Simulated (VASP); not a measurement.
A run of VASP 6.6.1 is set up as follows.

File INCAR:

```
  PREC = Accurate
  ENCUT = 520
  EDIFF = 1E-6
  ISMEAR = 0
  SIGMA = 0.01
  LREAL = False
  LASPH = True
  NELM = 150
  ALGO = Normal
  ISIF = 2
  LWAVE = False
  LCHARG = False
  ISPIN = 2
  MAGMOM = 5 -5 0 0
  LORBIT = 11
  LMAXMIX = 4
  GGA = PE
  NBANDS = 31
```

KPOINTS

```
regular mesh
0
Gamma
  10 10 10
```

POSCAR

```
MnO
1.0
    2.1151272672      2.1151272672      4.3655916801
    4.3655916801      2.1151272672      2.1151272672
    2.1151272672      4.3655916801      2.1151272672
Mn O
2 2
Direct
    0.0000000000      0.0000000000      0.0000000000
    0.5000000000      0.5000000000      0.5000000000
    0.2500000000      0.2500000000      0.2500000000
    0.7500000000      0.7500000000      0.7500000000
```

Potentials or basis: VASP PAW PBE potentials, release 64 (Mn_pv, O).

Run with:

```sh
$ cat potpaw_PBE.64/Mn_pv/POTCAR potpaw_PBE.64/O/POTCAR > POTCAR
$ mpirun -np 1 vasp_std > vasp.out
```

Q: What does it give for the band gap on the k mesh?

A: 0.88 eV.

Q: Predict the net moment.

A: 0.00 μB per cell.

A k mesh can miss the band edges.
